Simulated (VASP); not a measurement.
# TaN (Fm-3m) in VASP: further runs

Runs on TaN. Level: PBE. Tasks: single point, relaxation of cell and atoms.

Everything below comes from runs of VASP 6.6.1. Logs are shortened: lines on timing, memory, paths and dates and some standing lists are left out, and cuts for length are marked.

## (1) The cell of the first run

It takes space group Fm-3m (No. 225, cubic). The conventional cell has a = 4.418 Å, b = 4.418 Å, c = 4.418 Å, α = 90.00°, β = 90.00°, γ = 90.00°. Ta (site symmetry m-3m) has 6 N at 2.21 Å within 2.9 Å. N (site symmetry m-3m) has 6 Ta at 2.21 Å within 2.9 Å.

## (2) Single point, PBE

The input, INCAR:

```
PREC = Accurate
ENCUT = 520
EDIFF = 1E-6
ISMEAR = -1
SIGMA = 0.02
LREAL = False
LASPH = True
NELM = 60
ALGO = Normal
ISIF = 2
LWAVE = False
LCHARG = True
GGA = PE
LELF = True
LVHAR = True
NBANDS = 15
```

The input, KPOINTS:

```
regular mesh
0
Gamma
  11 11 11
```

The input, POSCAR:

```
TaN
1.0
    0.0000000000      2.2088628395      2.2088628395
    2.2088628395      0.0000000000      2.2088628395
    2.2088628395      2.2088628395      0.0000000000
Ta N
1 1
Direct
    0.5000000000      0.5000000000      0.5000000000
    0.0000000000      0.0000000000      0.0000000000
```

Potentials or basis: VASP PAW PBE potentials, release 64 (Ta_pv, N).

On the command line:

```
> cat potpaw_PBE.64/Ta_pv/POTCAR potpaw_PBE.64/N/POTCAR > POTCAR
> mpirun -np 1 vasp_std > vasp.out
```

OUTCAR:

```text
PREC = Accurate
   ENCUT = 520
   EDIFF = 1E-6
   ISMEAR = -1
   LREAL = False
   LASPH = True
   NELM = 60
   ISIF = 2
   GGA = PE

 ion  position               nearest neighbor table
   1  0.500  0.500  0.500-   2 2.21   2 2.21   2 2.21   2 2.21   2 2.21   2 2.21
   2  0.000  0.000  0.000-   1 2.21   1 2.21   1 2.21   1 2.21   1 2.21   1 2.21

  LATTYP: Found a face centered cubic cell.
 ALAT       =     4.4177256790

  Lattice vectors:

 A1 = (   0.0000000000,   2.2088628395,   2.2088628395)
 A2 = (   2.2088628395,   0.0000000000,   2.2088628395)
 A3 = (   2.2088628395,   2.2088628395,   0.0000000000)

Analysis of symmetry for initial positions (statically):
=====================================================================
 Subroutine PRICEL returns:
 Original cell was already a primitive cell.

 Routine SETGRP: Setting up the symmetry group for a
 face centered cubic supercell.

 Subroutine GETGRP returns: Found 48 space group operations
 (whereof 48 operations were pure point group operations)
 out of a pool of 48 trial point group operations.

The static configuration has the point symmetry O_h .

Analysis of symmetry for dynamics (positions and initial velocities):
=====================================================================
 Subroutine PRICEL returns:
 Original cell was already a primitive cell.

 Routine SETGRP: Setting up the symmetry group for a
 face centered cubic supercell.

 Subroutine GETGRP returns: Found 48 space group operations
 (whereof 48 operations were pure point group operations)
 out of a pool of 48 trial point group operations.

The dynamic configuration has the point symmetry O_h .

 Subroutine INISYM returns: Found 48 space group operations
 (whereof 48 operations are pure point group operations),
 and found     1 'primitive' translations

----------------------------------------------------------------------------------------

                                     Primitive cell

  volume of cell :      21.5544

  direct lattice vectors                    reciprocal lattice vectors
     0.000000000  2.208862840  2.208862840    -0.226360818  0.226360818  0.226360818
     2.208862840  0.000000000  2.208862840     0.226360818 -0.226360818  0.226360818
     2.208862840  2.208862840  0.000000000     0.226360818  0.226360818 -0.226360818

  length of vectors
     3.123803785  3.123803785  3.123803785     0.392068438  0.392068438  0.392068438

  position of ions in fractional coordinates (direct lattice)
     0.500000000  0.500000000  0.500000000
     0.000000000  0.000000000  0.000000000

  ion indices of the primitive-cell ions
   primitive index   ion index
                 1           1
                 2           2

----------------------------------------------------------------------------------------

 KPOINTS: regular mesh

Automatic generation of k-mesh.
 Grid dimensions read from file:
 generate k-points for:   11   11   11

 Generating k-lattice:

  Cartesian coordinates                     Fractional coordinates (reciprocal lattice)
    -0.020578256  0.020578256  0.020578256     0.090909091  0.000000000  0.000000000
     0.020578256 -0.020578256  0.020578256     0.000000000  0.090909091  0.000000000
     0.020578256  0.020578256 -0.020578256     0.000000000  0.000000000  0.090909091

  Length of vectors
     0.035642585  0.035642585  0.035642585

  Shift w.r.t. Gamma in fractional coordinates (k-lattice)
     0.000000000  0.000000000  0.000000000

 Subroutine IBZKPT returns following result:
 ===========================================

 Found     56 irreducible k-points:

 Following reciprocal coordinates:
            Coordinates               Weight
  0.000000  0.000000  0.000000      1.000000
  0.090909  0.000000  0.000000      8.000000
  0.181818  0.000000  0.000000      8.000000
  0.272727  0.000000  0.000000      8.000000
  0.363636  0.000000  0.000000      8.000000
  0.454545  0.000000  0.000000      8.000000
[... 16 lines left out ...]
 -0.272727  0.181818  0.000000     24.000000
 -0.181818  0.181818  0.000000     12.000000
 [... further k-points ...]
   k-points           NKPTS =     56   k-points in BZ     NKDIM =     56   number of bands    NBANDS=     15
   number of dos      NEDOS =    301   number of ions     NIONS =      2
   total plane-waves  NPLWV =  13824
   dimension x,y,z NGX =    24 NGY =   24 NGZ =   24
   dimension x,y,z NGXF=    48 NGYF=   48 NGZF=   48
   ions per type =               1   1
   NGX,Y,Z   is equivalent  to a cutoff of  12.77, 12.77, 12.77 a.u.
   NGXF,Y,Z  is equivalent  to a cutoff of  25.55, 25.55, 25.55 a.u.
 SYSTEM =  unknown system
   PREC   = accura    normal or accurate (medium, high low for compatibility)
   ISTART =      0    job   : 0-new  1-cont  2-samecut
   ICHARG =      2    charge: 1-file 2-atom 10-const
   ISPIN  =      1    spin polarized calculation?
   LNONCOLLINEAR =      F non collinear calculations
   LSORBIT =      F    spin-orbit coupling
   LASPH  =      T    aspherical Exc in radial PAW
   ENCUT  =  520.0 eV  38.22 Ry    6.18 a.u.   5.81  5.81  5.81*2*pi/ulx,y,z
   NELM   =     60;   NELMIN=  2; NELMDL= -5     # of ELM steps
   EDIFF  = 0.1E-05   stopping-criterion for ELM
   LREAL  =      F    real-space projection
   EDIFFG = 0.1E-04   stopping-criterion for IOM
   NSW    =      0    number of steps for IOM
   IBRION =     -1    ionic relax: 0-MD 1-quasi-New 2-CG
   NFREE  =      0    steps in history (QN), initial steepest desc. (CG)
   ISIF   =      2    stress and relaxation
   ISYM   =      2    0-nonsym 1-usesym 2-fastsym
   POTIM  = 0.5000    time-step for ionic-motion
   TEBEG  =    0.0;   TEEND  =   0.0 temperature during run
   PSTRESS=    0.0 pullay stress
   NELECT =      16.0000    total number of electrons
   NUPDOWN=      -1.0000    fix difference up-down
   EMIN   =  10.00;   EMAX   =-10.00  energy-range for DOS
   EFERMI =   0.00;   METHOD = LEGACY
   ISMEAR =    -1;   SIGMA  =   0.02  broadening in eV -4-tet -1-fermi 0-gaus
   EFERMI_NEDOS =   21; number of points for ismear=-14 and -15
   IALGO  =     38    algorithm
   IMIX   =      4    mixing-type and parameters
     AMIX     =   0.40;   BMIX     =  1.00
     AMIX_MAG =   1.60;   BMIX_MAG =  1.00
  volume/ion in A,a.u.               =      10.78        72.73
  Fermi-wavevector in a.u.,A,eV,Ry     =   1.482300  2.801141 29.894897  2.197213
  Thomas-Fermi vector in A             =   2.596103
   LORBIT       =      0    0 simple, 1 ext, 2 COOP (PROOUT), +10 PAW based schemes
   GGA     = PE    functional components
   LHFCALC =     F    Hartree Fock is set to
   AEXX    =    0.0000 exact exchange contribution
   IVDW    =     0    specifies the selected vdW correction
   LEPSILON=     F    determine dielectric tensor
   LRPA    =     F    only Hartree local field effects (RPA)
 non-spin polarized calculation
  energy-cutoff  :      520.00
  volume of cell :       21.55
 maximum number of plane-waves:       595
   NGX = 11   NGY = 11   NGZ = 11

 number of electron      16.0000003 magnetization

 Free energy of the ion-electron system (eV)
  ---------------------------------------------------
  ext. energy  EPLUGINS =         0.00000000
  ---------------------------------------------------
  free energy    TOTEN  =       -21.82174415 eV

  energy without entropy =      -21.82144621  energy(sigma->0) =      -21.82159518

 E-fermi :   9.4482     XC(G=0): -13.3627

 val. band max:        9.3426697684   @ k =  -0.3636   0.2727   0.0909
 cond. band min:       9.4523107970   @ k =   0.0000   0.0000   0.0000
 fundamental gap:      0.1096410286
 Fermi energy:         9.4481648339

 k-point     1 :       0.0000    0.0000    0.0000
  band No.  band energies     occupation
      1     -26.4139      2.00000
      2     -26.4139      2.00000
      3     -26.4139      2.00000
      4      -9.3571      2.00000
      5       5.6070      2.00000
      6       5.6070      2.00000
      7       5.6070      2.00000
      8       7.3233      2.00000
      9       7.3233      2.00000
     10       7.3233      2.00000
     11       9.4523      0.89672
     12       9.4523      0.89669
     13      10.7959      0.00000
     14      18.7910      0.00000
     15      21.7216      0.00000

 k-point     2 :       0.0909    0.0000    0.0000
  band No.  band energies     occupation
      1     -26.4829      2.00000
      2     -26.4203      2.00000
      3     -26.4203      2.00000
      4      -9.1636      2.00000
      5       4.6630      2.00000
      6       4.9780      2.00000
      7       4.9780      2.00000
      8       7.6221      2.00000
      9       7.6221      2.00000
     10       7.6941      2.00000
     11      10.2148      0.00000
     12      10.2148      0.00000
     13      11.3897      0.00000
     14      19.3902      0.00000
     15      21.7213      0.00000

 k-point     3 :       0.1818    0.0000    0.0000
  band No.  band energies     occupation
      1     -26.6633      2.00000
      2     -26.4373      2.00000
      3     -26.4373      2.00000
      4      -8.6265      2.00000
      5       3.0267      2.00000
      6       3.9083      2.00000
      7       3.9083      2.00000
      8       8.1674      2.00000
      9       8.3024      2.00000
     10       8.3024      2.00000
     11      11.8475      0.00000
     12      11.8475      0.00000
     13      12.6864      0.00000
     14      20.8535      0.00000
     15      21.7208      0.00000

 k-point     4 :       0.2727    0.0000    0.0000
  band No.  band energies     occupation
      1     -26.8905      2.00000
      2     -26.4594      2.00000
      3     -26.4594      2.00000
      4      -7.8652      2.00000
      5       1.4107      2.00000
      6       2.9666      2.00000
      7       2.9666      2.00000
      8       8.8205      2.00000
      9       9.2696      1.99974
     10       9.2696      1.99974
     11      13.6944      0.00000
     12      13.6944      0.00000
     13      13.9137      0.00000
     14      21.6318      0.00000
     15      21.7866      0.00000
[... 307 lines left out ...]
 k-point    22 :      -0.3636    0.1818    0.0000
  band No.  band energies     occupation
      1     -27.0965      2.00000
      2     -26.6671      2.00000
      3     -26.5114      2.00000
      4      -6.8866      2.00000
      5       0.0125      2.00000
      6       2.1886      2.00000
      7       2.4728      2.00000
      8      10.1554      0.00000
      9      10.5424      0.00000
     10      10.7917      0.00000
     11      13.7342      0.00000
     12      16.6619      0.00000
     13      16.7792      0.00000
     14      20.0552      0.00000
     15      21.7329      0.00000

 k-point    23 :      -0.2727    0.1818    0.0000
  band No.  band energies     occupation
      1     -26.9939      2.00000
      2     -26.6491      2.00000
      3     -26.4768      2.00000
      4      -7.2297      2.00000
      5       0.4309      2.00000
      6       2.2790      2.00000
      7       2.8873      2.00000
      8       9.5296      0.03357
      9       9.5777      0.00308
     10      11.3342      0.00000
     11      12.3233      0.00000
     12      15.7990      0.00000
     13      16.4491      0.00000
     14      20.9252      0.00000
     15      21.7441      0.00000

 k-point    24 :      -0.1818    0.1818    0.0000
  band No.  band energies     occupation
      1     -26.8650      2.00000
      2     -26.5865      2.00000
      3     -26.4473      2.00000
      4      -7.7583      2.00000
      5       1.2131      2.00000
      6       2.6377      2.00000
      7       3.3915      2.00000
      8       8.7092      2.00000
      9       9.0851      2.00000
     10      10.7486      0.00000
     11      11.2102      0.00000
     12      14.9119      0.00000
     13      15.1911      0.00000
     14      21.7078      0.00000
     15      22.5599      0.00000

 [... further k-points ...]
[... 5 lines left out ...]
  --------------------------------------------------------------------------------------
  -------------------------------------------------------------------------------------
  Total        0.0855265      0.0855265      0.0855265     -0.0000000      0.0000000     -0.0000000
  in kB        6.3573316      6.3573316      6.3573316     -0.0000000      0.0000000     -0.0000000
  external PRESSURE =       6.3573316 kB  Pullay stress =       0.0000000 kB

 VOLUME and BASIS-vectors are now :
 -----------------------------------------------------------------------------
  energy-cutoff  :      520.00
  volume of cell :       21.55
      direct lattice vectors                 reciprocal lattice vectors
     0.000000000  2.208862840  2.208862840    -0.226360818  0.226360818  0.226360818
     2.208862840  0.000000000  2.208862840     0.226360818 -0.226360818  0.226360818
     2.208862840  2.208862840  0.000000000     0.226360818  0.226360818 -0.226360818

 POSITION                                       TOTAL-FORCE (eV/Angst)
 -----------------------------------------------------------------------------------
      2.20886      2.20886      2.20886        -0.000000      0.000000      0.000000
      0.00000      0.00000      0.00000         0.000000     -0.000000     -0.000000
 -----------------------------------------------------------------------------------
    total drift:                                0.000000     -0.000000     -0.000000

  FREE ENERGIE OF THE ION-ELECTRON SYSTEM (eV)
  ---------------------------------------------------
  free  energy   TOTEN  =       -21.8217441480 eV

  energy  without entropy=      -21.8214462070  energy(sigma->0) =      -21.82159518
```

Wall time 7.7 s (1 thread of Intel Xeon 6975P-C (Granite Rapids), shared host); peak memory 0.14 GiB.

What came out:

```
Free energy            : -21.8217 eV
Pressure               : 0.6 GPa
Band gap on the k mesh : zero (band 8 reaches 11.03 eV, above the bottom of band 9 at 7.32 eV)
```

Caveat: spin-orbit coupling is left out, which moves the levels of the heavy elements.

## (3) Single point, PBE

This run uses another cell than the first one, of 11.28 Å³/atom, 1.047 times its volume.

The input, INCAR:

```
SYSTEM = TaN
ALGO = Normal
EDIFF = 1E-6
ENCUT = 520
GGA = PE
ISIF = 2
ISMEAR = -1
LASPH = .TRUE.
LCHARG = .FALSE.
LREAL = .FALSE.
LWAVE = .FALSE.
NBANDS = 15
NELM = 80
PREC = Accurate
SIGMA = 0.02
```

The input, KPOINTS:

```
k-points
0
G
  11 11 11
  0 0 0
```

The input, POSCAR:

```
TaN
1.0
    0.0000000000      2.2426015201      2.2426015201
    2.2426015201      0.0000000000      2.2426015201
    2.2426015201      2.2426015201      0.0000000000
Ta N
1 1
Direct
    0.5000000000      0.5000000000      0.5000000000
    0.0000000000      0.0000000000      0.0000000000
```

Potentials or basis: VASP PAW PBE potentials, release 64 (Ta_pv, N).

On the command line:

```
> cat potpaw_PBE.64/Ta_pv/POTCAR potpaw_PBE.64/N/POTCAR > POTCAR
> mpirun -np 1 vasp_std > vasp.out
```

It took 7.8 s on 1 thread of Intel Xeon 6975P-C (Granite Rapids), shared host; peak memory 0.15 GiB.

It converged, with:

| Property | Result |
| --- | --- |
| Free energy | -21.7818 eV |
| Pressure | -13.1 GPa |
| Band gap on the k mesh | zero (band 8 reaches 10.41 eV, above the bottom of band 9 at 6.94 eV) |

Levels at points of the mesh, in eV from the Fermi level:
| k point | band 4 | band 5 | band 6 | band 7 | band 8 | band 9 | band 10 | band 11 | band 12 | band 13 |
| --- | --- | --- | --- | --- | --- | --- | --- | --- | --- | --- |
| (0.00, 0.00, 0.00) | -18.42 | -3.70 | -3.70 | -3.70 | -2.00 | -2.00 | -2.00 | 0.00 | 0.00 | 0.98 |

Caveat: spin-orbit coupling is left out, which moves the levels of the heavy elements.

(Continued in part 2 of 2.)
